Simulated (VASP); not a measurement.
Pd: single point with PBE+D3(BJ)

System: Pd, a slab with vacuum.

```
Pd
1.0
     5.50020    0.00000    0.00000
     0.00000    5.50020    0.00000
     0.00000    0.00000   21.83384
Pd
16
Cartesian
  1.3750 1.3750 8.0000
  1.3750 4.1251 8.0000
  4.1251 1.3750 8.0000
  4.1251 4.1251 8.0000
  2.7501 2.7501 9.9446
  2.7501 0.0000 9.9446
  0.0000 2.7501 9.9446
  0.0000 0.0000 9.9446
  4.1251 4.1251 11.8892
  4.1251 1.3750 11.8892
  1.3750 4.1251 11.8892
  1.3750 1.3750 11.8892
  0.0000 0.0000 13.8338
  0.0000 2.7501 13.8338
  2.7501 0.0000 13.8338
  2.7501 2.7501 13.8338
```

```
Program             : VASP 6.6.1
Task                : single point
Functional          : PBE
Dispersion          : D3(BJ)
Potentials or basis : VASP PAW PBE potentials, release 64 (Pd)
Cutoff              : 520 eV
k mesh              : 4 × 4 × 1
Occupations         : gaussian, width 0.1 eV
Spin                : no spin polarisation
```

- Largest force: 0.018 eV/Å
- Band gap on the k mesh: zero (bands 80 and 81 overlap by 0.31 eV)
- Dispersion energy per atom: -0.474 eV

Forces in eV/Å, atoms in the order of the input:
```
Pd   0.000  0.000  0.017
Pd   0.000  0.000  0.017
Pd   0.000  0.000  0.017
Pd   0.000  0.000  0.017
Pd   0.000  0.000 -0.018
Pd   0.000  0.000 -0.018
Pd   0.000  0.000 -0.018
Pd   0.000  0.000 -0.018
Pd   0.000  0.000  0.018
Pd   0.000  0.000  0.018
Pd   0.000  0.000  0.018
Pd   0.000  0.000  0.018
Pd   0.000  0.000 -0.017
Pd   0.000  0.000 -0.017
Pd   0.000  0.000 -0.017
Pd   0.000  0.000 -0.017
```

Levels at points of the mesh, in eV from the Fermi level:
```tsv
k point	band 78	band 79	band 80	band 81	band 82	band 83
(0.00, 0.00, 0.00)	0.12	0.12	0.30	0.30	0.66	0.66
(0.50, 0.00, 0.00)	-0.02	0.04	0.04	0.04	0.04	0.06
(0.50, 0.50, 0.00)	-0.48	-0.48	-0.48	0.03	0.03	0.03
```

Run time: 12 min on 1 thread of Intel(R) Xeon(R) Platinum 8488C (Sapphire Rapids), on a shared host, peak memory 0.69 GiB.
